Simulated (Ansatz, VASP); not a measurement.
**One calculation of BeS, two programs**

```
Be S
1.0
     0.00000    2.42129    2.42129
     2.42129    0.00000    2.42129
     2.42129    2.42129    0.00000
Be S
1 1
Direct
  0.00000 0.00000 0.00000
  0.25000 0.25000 0.25000
```

Change from the starting cell: volume scaled by 0.98.

Alike in both runs: task single point; functional PBE; k mesh 12 × 12 × 12; occupations fermi-dirac, width 0.05 eV; no spin polarisation.

|  | VASP | Ansatz |
| --- | --- | --- |
| version | VASP 6.6.1 | Ansatz 0.2.0 |
| potentials or method | VASP PAW PBE potentials, release 64 (Be, S), cutoff 520 eV | all-electron LAPW, scalar-relativistic |

```csv
,VASP,Ansatz,Ansatz less VASP
gap on the k mesh at the Fermi level (eV),3.10,3.10,0.000
pressure (GPa),2.0,2.0,-0.04
```

Ansatz ran all-electron here, and VASP with PAW potentials.
